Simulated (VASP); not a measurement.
# Ge5H2 in VASP: single point with LDA

Aim: the single point of Ge5H2 with LDA.

All numbers are computed with VASP 6.6.1; they aren't measurements. Logs are shortened: lines on timing, memory, paths and dates and some standing lists are left out, and cuts for length are marked.

## 1. The cell of the first run

The cell holds a slab with vacuum, 28 atoms: a = 7.950 Å, b = 7.950 Å, c = 19.378 Å, α = 90.00°, β = 90.00°, γ = 90.00°.

## 2. Single point, LDA

INCAR reads:

```
SYSTEM = Ge5H2
  ALGO = Fast
  DIPOL = 0.5 0.5 0.342
  EDIFF = 1E-6
  ENCUT = 520
  GGA = CA
  IDIPOL = 3
  ISIF = 2
  ISMEAR = 0
  LASPH = .TRUE.
  LCHARG = .FALSE.
  LDIPOL = .TRUE.
  LREAL = Auto
  LWAVE = .FALSE.
  NBANDS = 164
  NELM = 60
  PREC = Accurate
  SIGMA = 0.05
```

KPOINTS reads:

```
k-points
0
G
  3 3 1
  0 0 0
```

POSCAR reads:

```
Ge5H2
1.0
    7.9504584305      0.0000000000      0.0000000000
    0.0000000000      7.9504584305      0.0000000000
    0.0000000000      0.0000000000     19.3782629924
Ge H
20 8
Direct
    0.5000000000      0.5000000000      0.2531929680
    0.5000000000      0.0000000000      0.2531929680
    0.0000000000      0.5000000000      0.2531929680
    0.0000000000      0.0000000000      0.2531929680
    0.7500000000      0.5000000000      0.3257204060
    0.7500000000      0.0000000000      0.3257204060
    0.2500000000      0.5000000000      0.3257204060
    0.2500000000      0.0000000000      0.3257204060
    0.7513139130      0.7489661990      0.4019745798
    0.7513139130      0.2510338010      0.4019745798
    0.2486529063      0.7483641839      0.3955667557
    0.2486529063      0.2516358161      0.3955667557
    0.0059520495      0.7282488711      0.4752416847
    0.0059520495      0.2717511289      0.4752416847
    0.4938329123      0.7651281921      0.4729659216
    0.4938329123      0.2348718079      0.4729659216
    0.1243494684      0.0000000000      0.5062609423
    0.0799953473      0.5000000000      0.5630255760
    0.4162458884      0.0000000000      0.5531553118
    0.3760083128      0.5000000000      0.5139486248
    0.5090621173      0.6542935074      0.2055986752
    0.5090621173      0.3457064926      0.2055986752
    0.5090621173      0.1542935074      0.2055986752
    0.5090621173     -0.1542935074      0.2055986752
   -0.0090621173      0.3457064926      0.2055986752
   -0.0090621173      0.6542935074      0.2055986752
   -0.0090621173     -0.1542935074      0.2055986752
   -0.0090621173      0.1542935074      0.2055986752
```

Potentials or basis: VASP PAW LDA potentials, release 64 (Ge_d, H).

Started as:

```bash
$ cat potpaw_LDA.64/Ge_d/POTCAR potpaw_LDA.64/H/POTCAR > POTCAR
$ mpirun -np 1 vasp_std > vasp.out
```

OUTCAR:

```text
SYSTEM = Ge5H2
   EDIFF = 1E-6
   ENCUT = 520
   GGA = CA
   ISIF = 2
   ISMEAR = 0
   LASPH = .TRUE.
   LREAL = Auto
   NELM = 60
   PREC = Accurate

 ion  position               nearest neighbor table
   1  0.500  0.500  0.253-  21 1.54  22 1.54   5 2.43   7 2.43
   2  0.500  0.000  0.253-  23 1.54  24 1.54   6 2.43   8 2.43
   3  0.000  0.500  0.253-  25 1.54  26 1.54   5 2.43   7 2.43
   4  0.000  0.000  0.253-  27 1.54  28 1.54   6 2.43   8 2.43
   5  0.750  0.500  0.326-   1 2.43   3 2.43   9 2.47  10 2.47
   6  0.750  0.000  0.326-   2 2.43   4 2.43   9 2.48  10 2.48
[... 8 lines left out ...]
  15  0.494  0.765  0.473-  20 2.44  11 2.46   9 2.47  19 2.51
  16  0.494  0.235  0.473-  20 2.44  12 2.46  10 2.47  19 2.51
  17  0.124  0.000  0.506-  13 2.43  14 2.43  19 2.49
  18  0.080  0.500  0.563-  20 2.54  14 2.56  13 2.56
  19  0.416  0.000  0.553-  17 2.49  16 2.51  15 2.51
  20  0.376  0.500  0.514-  15 2.44  16 2.44  18 2.54
  21  0.509  0.654  0.206-   1 1.54
  22  0.509  0.346  0.206-   1 1.54
  23  0.509  0.154  0.206-   2 1.54
  24  0.509  0.846  0.206-   2 1.54
  25  0.991  0.346  0.206-   3 1.54
  26  0.991  0.654  0.206-   3 1.54
  27  0.991  0.846  0.206-   4 1.54
  28  0.991  0.154  0.206-   4 1.54

  LATTYP: Found a simple tetragonal cell.
 ALAT       =     7.9504584305
 C/A-ratio  =     2.4373768081

  Lattice vectors:

 A1 = (   7.9504584305,   0.0000000000,   0.0000000000)
 A2 = (   0.0000000000,   7.9504584305,   0.0000000000)
 A3 = (   0.0000000000,   0.0000000000,  19.3782629924)

Analysis of symmetry for initial positions (statically):
=====================================================================
 Subroutine PRICEL returns:
 Original cell was already a primitive cell.

 Routine SETGRP: Setting up the symmetry group for a
 simple tetragonal supercell.

 Subroutine GETGRP returns: Found  2 space group operations
 (whereof  2 operations were pure point group operations)
 out of a pool of 16 trial point group operations.

The static configuration has the point symmetry C_1h.

Analysis of symmetry for dynamics (positions and initial velocities):
=====================================================================
 Subroutine PRICEL returns:
 Original cell was already a primitive cell.

 Routine SETGRP: Setting up the symmetry group for a
 simple tetragonal supercell.

 Subroutine GETGRP returns: Found  2 space group operations
 (whereof  2 operations were pure point group operations)
 out of a pool of 16 trial point group operations.

The dynamic configuration has the point symmetry C_1h.
[... 144 lines left out ...]
   EFERMI =   0.00;   METHOD = LEGACY
   ISMEAR =     0;   SIGMA  =   0.05  broadening in eV -4-tet -1-fermi 0-gaus
   EFERMI_NEDOS =   21; number of points for ismear=-14 and -15
   IALGO  =     68    algorithm
   IMIX   =      4    mixing-type and parameters
     AMIX     =   0.40;   BMIX     =  1.00
     AMIX_MAG =   1.60;   BMIX_MAG =  1.00
  volume/ion in A,a.u.               =      43.75       295.21
  Fermi-wavevector in a.u.,A,eV,Ry     =   1.010429  1.909435 13.891104  1.020967
  Thomas-Fermi vector in A             =   2.143418
   LORBIT       =      0    0 simple, 1 ext, 2 COOP (PROOUT), +10 PAW based schemes
   GGA     = CA    functional components
   LHFCALC =     F    Hartree Fock is set to
   AEXX    =    0.0000 exact exchange contribution
   IVDW    =     0    specifies the selected vdW correction
   LEPSILON=     F    determine dielectric tensor
   LRPA    =     F    only Hartree local field effects (RPA)
 non-spin polarized calculation
 RMM-DIIS sequential band-by-band and
 Gauss-broadening in eV      SIGMA  =   0.05
  energy-cutoff  :      520.00
  volume of cell :     1224.90
 maximum number of plane-waves:     33008
 NGX is ok and might be reduce to    60
   NGX = 29   NGY = 29   NGZ = 73

 dipolmoment           0.000000      0.000000     -0.004535 electrons x Angstroem

 number of electron     287.9999867 magnetization

 dipolmoment           0.000000      0.000000      0.053109 electrons x Angstroem

 Free energy of the ion-electron system (eV)
  ---------------------------------------------------
  ext. energy  EPLUGINS =         0.00000000
  ---------------------------------------------------
  free energy    TOTEN  =      -124.41193691 eV

  energy without entropy =     -124.40064654  energy(sigma->0) =     -124.40629172

 E-fermi :  -1.3212     XC(G=0):  -4.7892

 val. band max:       -1.3239755604   @ k =   0.0000   0.0000   0.0000
 cond. band min:      -1.2717848322   @ k =   0.3333   0.0000   0.0000
 fundamental gap:      0.0521907281
 Fermi energy:        -1.3211670561

 k-point     1 :       0.0000    0.0000    0.0000
  band No.  band energies     occupation
      1     -26.0769      2.00000
      2     -26.0340      2.00000
      3     -26.0269      2.00000
      4     -25.9939      2.00000
      5     -25.9832      2.00000
      6     -25.9426      2.00000
[... 625 lines left out ...]
    155       1.8005      0.00000
    156       1.9184      0.00000
 [bands above 156 left out]

------------------------ aborting loop because EDIFF is reached ----------------------------------------

 vacuum level on the upper side and lower side of the slab       (xc-potential included)        -0.125        -0.224

  FORCE on cell =-STRESS in cart. coord.  units (eV):
  Direction    XX          YY          ZZ          XY          YZ          ZX
  --------------------------------------------------------------------------------------
  -------------------------------------------------------------------------------------
  Total       -5.9304039      5.9163055     -2.7116146      0.0000000      0.0000000     -0.0462436
  in kB       -7.7570335      7.7385927     -3.5468217      0.0000000      0.0000000     -0.0604871
  external PRESSURE =      -1.1884209 kB  Pullay stress =       0.0000000 kB

 VOLUME and BASIS-vectors are now :
 -----------------------------------------------------------------------------
  energy-cutoff  :      520.00
  volume of cell :     1224.90
      direct lattice vectors                 reciprocal lattice vectors
     7.950458431  0.000000000  0.000000000     0.125778911  0.000000000  0.000000000
     0.000000000  7.950458431  0.000000000     0.000000000  0.125778911  0.000000000
     0.000000000  0.000000000 19.378262992     0.000000000  0.000000000  0.051604212

 POSITION                                       TOTAL-FORCE (eV/Angst)
 -----------------------------------------------------------------------------------
      3.97523      3.97523      4.90644         0.069587      0.000000      0.264117
      3.97523      0.00000      4.90644         0.022625      0.000000      0.273048
      0.00000      3.97523      4.90644        -0.000485      0.000000      0.263419
      0.00000      0.00000      4.90644        -0.092485      0.000000      0.260069
      5.96284      3.97523      6.31190        -0.096898      0.000000      0.216560
      5.96284      0.00000      6.31190         0.136987      0.000000      0.351201
[... 20 lines left out ...]
      7.87841      6.72375      3.98415         0.055580      0.002073      0.001275
      7.87841      1.22670      3.98415         0.055580     -0.002073      0.001275
 -----------------------------------------------------------------------------------
    total drift:                                0.000015     -0.000000     -0.014546

  FREE ENERGIE OF THE ION-ELECTRON SYSTEM (eV)
  ---------------------------------------------------
  free  energy   TOTEN  =      -124.4119369054 eV

  energy  without entropy=     -124.4006465392  energy(sigma->0) =     -124.40629172

 vacuum level on the upper side and lower side of the slab         3.361         3.263
```

OSZICAR:

```text
N       E                     dE             d eps       ncg     rms          rms(c)
DAV:   1     0.372985168382E+04    0.37299E+04   -0.13996E+05  1624   0.316E+03
DAV:   2     0.687853056573E+03   -0.30420E+04   -0.29649E+04  1568   0.847E+02
DAV:   3    -0.475850357636E+02   -0.73544E+03   -0.70859E+03  1800   0.256E+02
[... 17 lines left out ...]
RMM:  21    -0.124411924720E+03   -0.13380E-04   -0.15521E-06  1051   0.300E-03    0.887E-04
RMM:  22    -0.124411931264E+03   -0.65434E-05   -0.78279E-07   970   0.232E-03    0.468E-04
RMM:  23    -0.124411934084E+03   -0.28206E-05   -0.57936E-07   934   0.190E-03    0.269E-04
RMM:  24    -0.124411936366E+03   -0.22812E-05   -0.38259E-07   897   0.156E-03    0.183E-04
RMM:  25    -0.124411936905E+03   -0.53987E-06   -0.15735E-07   824   0.129E-03
   1 F= -.12441194E+03 E0= -.12440629E+03  d E =-.112904E-01
```

stdout:

```text
POSCAR found type information on POSCAR GeH
 POSCAR found :  2 types and      28 ions
 scaLAPACK will be used
 LDA part: xc-table for (Slater(with rela. corr.)+CA(PZ))
 , standard interpolation
 POSCAR, INCAR and KPOINTS ok, starting setup
 FFT: planning ... GRIDC
 FFT: planning ... GRID_SOFT
 FFT: planning ... GRID
 WAVECAR not read
 entering main loop
 num prob RMM:  22    -0.124411931264E+03   -0.65434E-05   -0.78279E-07   970   0.232E-03    0.468E-04
WARNING in EDDRMM: call to ZHEGV failed, returncode =   6  3    152
```

Wall time 52 min (1 thread of Oxide Virtual Turin-like, shared host); peak memory 0.97 GiB.

Results:

```
Free energy            : -124.4119 eV
Largest force          : 0.888 eV/Å
Band gap on the k mesh : 0.01 eV (least direct gap 0.06 eV)
```

Forces on the atoms (eV/Å):
```
Ge   0.070  0.000  0.264
Ge   0.023  0.000  0.273
Ge   0.000  0.000  0.263
Ge  -0.092  0.000  0.260
Ge  -0.097  0.000  0.217
Ge   0.137  0.000  0.351
Ge  -0.121  0.000 -0.880
Ge   0.068  0.000 -0.608
Ge   0.003 -0.006 -0.004
Ge   0.003  0.006 -0.004
Ge   0.010 -0.008 -0.012
Ge   0.010  0.008 -0.012
Ge  -0.008 -0.008  0.010
Ge  -0.008  0.008  0.010
Ge   0.007 -0.003  0.005
Ge   0.007  0.003  0.005
Ge  -0.007  0.000  0.213
Ge  -0.014  0.000 -0.387
Ge   0.012  0.000  0.020
Ge  -0.007  0.000  0.001
H   -0.043 -0.010 -0.014
H   -0.043  0.010 -0.014
H   -0.019  0.008  0.019
H   -0.019 -0.008  0.019
H    0.010  0.007  0.001
H    0.010 -0.007  0.001
H    0.056  0.002  0.001
H    0.056 -0.002  0.001
```

Caveat: the smearing spreads over this small gap.

The gap in the log of VASP goes by the Fermi energy; the results here count the filled bands.